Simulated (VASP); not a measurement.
# P in VASP: notebook

Runs on P. Level: PBEsol. Tasks: single point.

Program: VASP 6.6.1. These are calculated values, not measurements. Logs are shortened: lines on timing, memory, paths and dates and some standing lists are left out, and cuts for length are marked.

## 1. The cell of the first run

The cell holds a slab with vacuum, 4 atoms: a = 3.321 Å, b = 35.267 Å, c = 4.237 Å, α = 90.00°, β = 90.00°, γ = 90.00°.

## 2. Single point, PBEsol (uniaxial strain along c: -4.5 %)

Input file INCAR:

```
ALGO = Normal ; EDIFF = 1E-7
ENCUT = 520 ; GGA = PS
ISIF = 2 ; ISMEAR = 0
LASPH = True ; LCHARG = True
LELF = True ; LREAL = False
LVHAR = True ; LWAVE = False
NBANDS = 18 ; NELM = 80
PREC = Accurate ; SIGMA = 0.02
```

Input file KPOINTS:

```
k-points
0
Gamma
  8 1 6
```

Input file POSCAR:

```
P
1.0
    3.3213162495      0.0000000000      0.0000000000
    0.0000000000     35.2670884975      0.0000000000
    0.0000000000      0.0000000000      4.2372490930
P
4
Direct
    0.0000000000      0.9697104046      0.5780900458
    0.0000000000      0.0302895954      0.4219099542
    0.5000000000      0.0302895954      0.0780900458
    0.5000000000      0.9697104046      0.9219099542
```

Potentials or basis: VASP PAW PBE potentials, release 64 (P).

Run with:

```sh
$ cat potpaw_PBE.64/P/POTCAR > POTCAR
$ mpirun -np 1 vasp_std > vasp.out
```

OUTCAR:

```text
EDIFF = 1E-7
   ENCUT = 520
   GGA = PS
   ISIF = 2
   ISMEAR = 0
   LASPH = True
   LREAL = False
   NELM = 80
   PREC = Accurate

 ion  position               nearest neighbor table
   1  0.000  0.970  0.578-   4 2.21   4 2.21   2 2.24
   2  0.000  0.030  0.422-   3 2.21   3 2.21   1 2.24
   3  0.500  0.030  0.078-   2 2.21   2 2.21   4 2.24
   4  0.500  0.970  0.922-   1 2.21   1 2.21   3 2.24

  LATTYP: Found a simple orthorhombic cell.
 ALAT       =     3.3213162495
 B/A-ratio  =     1.2757740530
 C/A-ratio  =    10.6184072362

  Lattice vectors:

 A1 = (  -3.3213162495,   0.0000000000,   0.0000000000)
 A2 = (   0.0000000000,   0.0000000000,   4.2372490930)
 A3 = (   0.0000000000,  35.2670884975,   0.0000000000)

Analysis of symmetry for initial positions (statically):
=====================================================================
 Subroutine PRICEL returns:
 Original cell was already a primitive cell.

 Routine SETGRP: Setting up the symmetry group for a
 simple orthorhombic supercell.

 Subroutine GETGRP returns: Found  8 space group operations
 (whereof  4 operations were pure point group operations)
 out of a pool of  8 trial point group operations.

The static configuration has the point symmetry C_2h.
 The point group associated with its full space group is D_2h.

Analysis of symmetry for dynamics (positions and initial velocities):
=====================================================================
 Subroutine PRICEL returns:
 Original cell was already a primitive cell.

 Routine SETGRP: Setting up the symmetry group for a
 simple orthorhombic supercell.

 Subroutine GETGRP returns: Found  8 space group operations
 (whereof  4 operations were pure point group operations)
 out of a pool of  8 trial point group operations.

The dynamic configuration has the point symmetry C_2h.
 The point group associated with its full space group is D_2h.

 Subroutine INISYM returns: Found  8 space group operations
 (whereof  4 operations are pure point group operations),
 and found     1 'primitive' translations

----------------------------------------------------------------------------------------

                                     Primitive cell

  volume of cell :     496.3224

  direct lattice vectors                    reciprocal lattice vectors
     3.321316250  0.000000000  0.000000000     0.301085451  0.000000000  0.000000000
     0.000000000 35.267088497  0.000000000     0.000000000  0.028355048  0.000000000
     0.000000000  0.000000000  4.237249093     0.000000000  0.000000000  0.236002175

  length of vectors
     3.321316250 35.267088497  4.237249093     0.301085451  0.028355048  0.236002175

  position of ions in fractional coordinates (direct lattice)
     0.000000000  0.969710405  0.578090046
     0.000000000  0.030289595  0.421909954
     0.500000000  0.030289595  0.078090046
     0.500000000  0.969710405  0.921909954

  ion indices of the primitive-cell ions
   primitive index   ion index
                 1           1
                 2           2
                 3           3
                 4           4

----------------------------------------------------------------------------------------

 KPOINTS: k-points

Automatic generation of k-mesh.
 Grid dimensions read from file:
 generate k-points for:    8    1    6

 Generating k-lattice:

  Cartesian coordinates                     Fractional coordinates (reciprocal lattice)
     0.037635681  0.000000000  0.000000000     0.125000000  0.000000000  0.000000000
     0.000000000  0.028355048  0.000000000     0.000000000  1.000000000  0.000000000
     0.000000000  0.000000000  0.039333696     0.000000000  0.000000000  0.166666667

  Length of vectors
     0.037635681  0.028355048  0.039333696

  Shift w.r.t. Gamma in fractional coordinates (k-lattice)
     0.000000000  0.000000000  0.000000000

 Subroutine IBZKPT returns following result:
 ===========================================

 Found     20 irreducible k-points:

 Following reciprocal coordinates:
            Coordinates               Weight
  0.000000  0.000000  0.000000      1.000000
  0.125000  0.000000  0.000000      2.000000
  0.250000  0.000000  0.000000      2.000000
  0.375000  0.000000  0.000000      2.000000
  0.500000  0.000000  0.000000      1.000000
  0.000000  0.000000  0.166667      2.000000
[... 12 lines left out ...]
  0.375000  0.000000  0.500000      2.000000
  0.500000  0.000000  0.500000      1.000000
   k-points           NKPTS =     20   k-points in BZ     NKDIM =     20   number of bands    NBANDS=     18
   number of dos      NEDOS =    301   number of ions     NIONS =      4
   total plane-waves  NPLWV = 241920
   dimension x,y,z NGX =    28 NGY =  270 NGZ =   32
   dimension x,y,z NGXF=    56 NGYF=  540 NGZF=   64
   ions per type =               4
   NGX,Y,Z   is equivalent  to a cutoff of  14.02, 12.73, 12.56 a.u.
   NGXF,Y,Z  is equivalent  to a cutoff of  28.03, 25.46, 25.11 a.u.
 SYSTEM =  unknown system
   PREC   = accura    normal or accurate (medium, high low for compatibility)
   ISTART =      0    job   : 0-new  1-cont  2-samecut
   ICHARG =      2    charge: 1-file 2-atom 10-const
   ISPIN  =      1    spin polarized calculation?
   LNONCOLLINEAR =      F non collinear calculations
   LSORBIT =      F    spin-orbit coupling
   LASPH  =      T    aspherical Exc in radial PAW
   ENCUT  =  520.0 eV  38.22 Ry    6.18 a.u.   6.18 65.57  7.88*2*pi/ulx,y,z
   NELM   =     80;   NELMIN=  2; NELMDL= -5     # of ELM steps
   EDIFF  = 0.1E-06   stopping-criterion for ELM
   LREAL  =      F    real-space projection
   EDIFFG = 0.1E-05   stopping-criterion for IOM
   NSW    =      0    number of steps for IOM
   IBRION =     -1    ionic relax: 0-MD 1-quasi-New 2-CG
   NFREE  =      0    steps in history (QN), initial steepest desc. (CG)
   ISIF   =      2    stress and relaxation
   ISYM   =      2    0-nonsym 1-usesym 2-fastsym
   POTIM  = 0.5000    time-step for ionic-motion
   TEBEG  =    0.0;   TEEND  =   0.0 temperature during run
   PSTRESS=    0.0 pullay stress
   NELECT =      20.0000    total number of electrons
   NUPDOWN=      -1.0000    fix difference up-down
   EMIN   =  10.00;   EMAX   =-10.00  energy-range for DOS
   EFERMI =   0.00;   METHOD = LEGACY
   ISMEAR =     0;   SIGMA  =   0.02  broadening in eV -4-tet -1-fermi 0-gaus
   EFERMI_NEDOS =   21; number of points for ismear=-14 and -15
   IALGO  =     38    algorithm
   IMIX   =      4    mixing-type and parameters
     AMIX     =   0.40;   BMIX     =  1.00
     AMIX_MAG =   1.60;   BMIX_MAG =  1.00
  volume/ion in A,a.u.               =     124.08       837.34
  Fermi-wavevector in a.u.,A,eV,Ry     =   0.561259  1.060626  4.285999  0.315012
  Thomas-Fermi vector in A             =   1.597481
   LORBIT       =      0    0 simple, 1 ext, 2 COOP (PROOUT), +10 PAW based schemes
   GGA     = PS    functional components
   LHFCALC =     F    Hartree Fock is set to
   AEXX    =    0.0000 exact exchange contribution
   IVDW    =     0    specifies the selected vdW correction
   LEPSILON=     F    determine dielectric tensor
   LRPA    =     F    only Hartree local field effects (RPA)
 non-spin polarized calculation
 Gauss-broadening in eV      SIGMA  =   0.02
  energy-cutoff  :      520.00
  volume of cell :      496.32
 maximum number of plane-waves:     13440
 NGX is ok and might be reduce to    28
   NGX = 13   NGY =131   NGZ = 15

 number of electron      19.9999997 magnetization

 Free energy of the ion-electron system (eV)
  ---------------------------------------------------
  ext. energy  EPLUGINS =         0.00000000
  ---------------------------------------------------
  free energy    TOTEN  =       -22.81863556 eV

  energy without entropy =      -22.81863556  energy(sigma->0) =      -22.81863556

 E-fermi :  -2.9566     XC(G=0):  -1.8081

 val. band max:       -3.0555356770   @ k =   0.0000   0.0000   0.0000
 cond. band min:      -2.6031880269   @ k =   0.0000   0.0000   0.0000
 fundamental gap:      0.4523476501
 Fermi energy:        -2.9565880289

 k-point     1 :       0.0000    0.0000    0.0000
  band No.  band energies     occupation
      1     -18.5477      2.00000
      2     -15.7898      2.00000
      3     -11.8939      2.00000
      4      -9.0935      2.00000
      5      -8.0083      2.00000
      6      -7.3813      2.00000
[... 10 lines left out ...]
     17       1.7103      0.00000
     18       1.8703      0.00000

 k-point     2 :       0.1250    0.0000    0.0000
  band No.  band energies     occupation
      1     -18.3619      2.00000
      2     -15.5978      2.00000
      3     -12.0945      2.00000
      4      -8.9431      2.00000
      5      -7.8403      2.00000
      6      -7.7999      2.00000
[... 10 lines left out ...]
     17       1.9237      0.00000
     18       2.0606      0.00000

 k-point     3 :       0.2500    0.0000    0.0000
  band No.  band energies     occupation
      1     -17.8092      2.00000
      2     -15.0244      2.00000
      3     -12.9101      2.00000
      4      -9.3401      2.00000
      5      -8.5208      2.00000
      6      -8.4053      2.00000
[... 10 lines left out ...]
     17       2.0946      0.00000
     18       2.4573      0.00000

 k-point     4 :       0.3750    0.0000    0.0000
  band No.  band energies     occupation
      1     -16.9066      2.00000
      2     -14.2726      2.00000
      3     -14.0780      2.00000
      4     -11.1593      2.00000
      5      -8.2426      2.00000
      6      -7.9754      2.00000
[... 10 lines left out ...]
     17       2.9923      0.00000
     18       3.1216      0.00000

 k-point     5 :       0.5000    0.0000    0.0000
  band No.  band energies     occupation
      1     -15.6944      2.00000
      2     -15.6944      2.00000
      3     -12.7765      2.00000
      4     -12.7765      2.00000
      5      -7.8199      2.00000
      6      -7.8199      2.00000
[... 10 lines left out ...]
     17       3.6929      0.00000
     18       3.6929      0.00000

 k-point     6 :       0.0000    0.0000    0.1667
  band No.  band energies     occupation
      1     -18.3775      2.00000
      2     -15.9059      2.00000
      3     -12.2561      2.00000
      4      -9.6375      2.00000
      5      -7.5834      2.00000
      6      -7.2009      2.00000
[... 10 lines left out ...]
     17       1.9422      0.00000
     18       2.1439      0.00000

 k-point     7 :       0.1250    0.0000    0.1667
  band No.  band energies     occupation
      1     -18.1928      2.00000
      2     -15.7200      2.00000
      3     -12.3302      2.00000
      4      -9.5515      2.00000
      5      -8.1569      2.00000
      6      -7.6738      2.00000
[... 10 lines left out ...]
     17       1.7399      0.00000
     18       2.1550      0.00000

 k-point     8 :       0.2500    0.0000    0.1667
  band No.  band energies     occupation
      1     -17.6445      2.00000
      2     -15.1774      2.00000
      3     -12.8378      2.00000
      4      -9.7908      2.00000
      5      -9.0621      2.00000
      6      -8.3269      2.00000
[... 10 lines left out ...]
     17       2.3051      0.00000
     18       2.4259      0.00000
[... 145 lines left out ...]
     17       2.9776      0.00000
     18       2.9776      0.00000

 k-point    16 :       0.0000    0.0000    0.5000
  band No.  band energies     occupation
      1     -17.1537      2.00000
      2     -17.1537      2.00000
      3     -11.9136      2.00000
      4     -11.9136      2.00000
      5      -6.4299      2.00000
      6      -6.4299      2.00000
[... 10 lines left out ...]
     17       3.2104      0.00000
     18       3.2104      0.00000

 k-point    17 :       0.1250    0.0000    0.5000
  band No.  band energies     occupation
      1     -16.9774      2.00000
      2     -16.9774      2.00000
      3     -11.8194      2.00000
      4     -11.8194      2.00000
      5      -7.3006      2.00000
      6      -7.3006      2.00000
[... 10 lines left out ...]
     17       3.3780      0.00000
     18       3.3780      0.00000

 k-point    18 :       0.2500    0.0000    0.5000
  band No.  band energies     occupation
      1     -16.4638      2.00000
      2     -16.4638      2.00000
      3     -11.7448      2.00000
      4     -11.7448      2.00000
      5      -8.9239      2.00000
      6      -8.9239      2.00000
[... 10 lines left out ...]
     17       3.1873      0.00000
     18       3.1873      0.00000

 k-point    19 :       0.3750    0.0000    0.5000
  band No.  band energies     occupation
      1     -15.6950      2.00000
      2     -15.6950      2.00000
      3     -12.4017      2.00000
      4     -12.4017      2.00000
      5      -9.2084      2.00000
      6      -9.2084      2.00000
[... 10 lines left out ...]
     17       4.1166      0.00000
     18       4.1166      0.00000

 k-point    20 :       0.5000    0.0000    0.5000
  band No.  band energies     occupation
      1     -15.1454      2.00000
      2     -15.1454      2.00000
      3     -13.0836      2.00000
      4     -13.0836      2.00000
      5      -8.3572      2.00000
      6      -8.3572      2.00000
[... 10 lines left out ...]
     17       2.9831      0.00000
     18       2.9831      0.00000

------------------------ aborting loop because EDIFF is reached ----------------------------------------

  FORCE on cell =-STRESS in cart. coord.  units (eV):
  Direction    XX          YY          ZZ          XY          YZ          ZX
  --------------------------------------------------------------------------------------
  -------------------------------------------------------------------------------------
  Total        0.2014036     -0.2785693      1.2583903      0.0000000      0.0000000      0.0000000
  in kB        0.6501507     -0.8992492      4.0622077      0.0000000      0.0000000      0.0000000
  external PRESSURE =       1.2710364 kB  Pullay stress =       0.0000000 kB

 VOLUME and BASIS-vectors are now :
 -----------------------------------------------------------------------------
  energy-cutoff  :      520.00
  volume of cell :      496.32
      direct lattice vectors                 reciprocal lattice vectors
     3.321316250  0.000000000  0.000000000     0.301085451  0.000000000  0.000000000
     0.000000000 35.267088497  0.000000000     0.000000000  0.028355048  0.000000000
     0.000000000  0.000000000  4.237249093     0.000000000  0.000000000  0.236002175

 POSITION                                       TOTAL-FORCE (eV/Angst)
 -----------------------------------------------------------------------------------
      0.00000     34.19886      2.44951         0.000000      0.061962     -0.202636
      0.00000      1.06823      1.78774         0.000000     -0.061962      0.202636
      1.66066      1.06823      0.33089         0.000000     -0.061962     -0.202636
      1.66066     34.19886      3.90636        -0.000000      0.061962      0.202636
 -----------------------------------------------------------------------------------
    total drift:                               -0.000000     -0.000000      0.000000

  FREE ENERGIE OF THE ION-ELECTRON SYSTEM (eV)
  ---------------------------------------------------
  free  energy   TOTEN  =       -22.8186355558 eV

  energy  without entropy=      -22.8186355558  energy(sigma->0) =      -22.81863556
```

Wall time 2.5 min (1 thread of Intel Xeon 6975P-C (Granite Rapids), shared host); peak memory 0.55 GiB.

Results:

```
Free energy            : -22.8186 eV
Largest force          : 0.212 eV/Å
Band gap on the k mesh : 0.45 eV, direct
```

Forces on the atoms (eV/Å):
```
P    0.000  0.062 -0.203
P    0.000 -0.062  0.203
P    0.000 -0.062 -0.203
P    0.000  0.062  0.203
```

Levels at points of the mesh, in eV from the valence-band top:
```tsv
k point	band 6	band 7	band 8	band 9	band 10	band 11	band 12	band 13	band 14	band 15
(0.00, 0.00, 0.00)	-4.33	-3.94	-2.13	-2.12	0.00	0.45	1.14	2.43	3.55	4.27
(0.50, 0.00, 0.00)	-4.76	-2.83	-2.83	-2.22	-2.22	1.32	1.32	1.68	1.68	3.23
(0.00, 0.00, 0.50)	-3.37	-2.90	-2.90	-0.91	-0.91	1.83	1.83	3.08	3.08	3.52
(0.50, 0.00, 0.50)	-5.30	-5.26	-5.26	-1.62	-1.62	2.21	2.21	4.87	4.87	5.80
```

Caveat: the cell differs from its parent crystal (uniaxial strain along c: -4.5 %); the PAW data sets were made with another functional, which shifts forces and pressure a little.

(Part 1 of 2 ends here.)
